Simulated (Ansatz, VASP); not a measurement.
**Zr in VASP and in Ansatz**

The input INCAR:

```
ALGO     = Normal         # electronic algorithm
EDIFF    = 1E-6           # SCF threshold, eV
ENCUT    = 520            # plane-wave cutoff, eV
GGA      = PS             # functional
ISIF     = 2              # what is computed and relaxed
ISMEAR   = -1             # smearing method
LASPH    = True           # aspherical terms in the spheres
LCHARG   = True           # write CHGCAR
LELF     = True           # ELF
LREAL    = False          # projectors in reciprocal space
LVHAR    = True         
LWAVE    = False          # write WAVECAR
NBANDS   = 12             # bands
NELM     = 80             # most SCF steps
PREC     = Accurate       # precision mode
SIGMA    = 0.03           # smearing width, eV
```

The input KPOINTS:

```
k-points
0
Gamma
  16 16 16
```

File POSCAR:

```
Zr
1.0
   -1.8100000000      1.8100000000      1.8100000000
    1.8100000000     -1.8100000000      1.8100000000
    1.8100000000      1.8100000000     -1.8100000000
Zr
1
Direct
    0.0000000000      0.0000000000      0.0000000000
```

Input for Ansatz:

```yaml
crystal:
  lattice:
    - [-1.81, 1.81, 1.81]
    - [1.81, -1.81, 1.81]
    - [1.81, 1.81, -1.81]
  atoms:
    - { symbol: Zr, position: [0.0, 0.0, 0.0] }
kpoints:
  mp_grid: { grid: [16, 16, 16] }
  band_path:
    path:
      - [0.0, 0.0, 0.0]
      - [0.5, -0.5, 0.5]
      - [0.0, 0.0, 0.5]
      - [0.0, 0.0, 0.0]
      - [0.25, 0.25, 0.25]
      - [0.5, -0.5, 0.5]
      - [0.25, 0.25, 0.25]
      - [0.0, 0.0, 0.5]
    npoints: 5
scf:
  occupations: { method: fermi_dirac, width: 0.03 }
hamiltonian:
  xc: pbesol
  pseudopotentials: { kind: all_electron, lapw: { basis_error: 0.0005 } }
output:
  forces: true
  stress: true
  eigenvalues: true
```

Alike in both runs: task single point; functional PBEsol; k mesh 16 × 16 × 16; occupations fermi-dirac, width 0.03 eV; no spin polarisation.

|  | VASP | Ansatz |
| --- | --- | --- |
| version | VASP 6.6.1 | Ansatz 0.2.0 |
| potentials or method | VASP PAW PBE potentials, release 64 (Zr_sv), cutoff 520 eV | all-electron LAPW, scalar-relativistic |

```csv
,VASP,Ansatz,Ansatz less VASP
pressure (GPa),-6.7,-6.8,-0.04
```

VASP's potentials were made for PBE, not for PBEsol. Ansatz ran all-electron here, and VASP with PAW potentials.
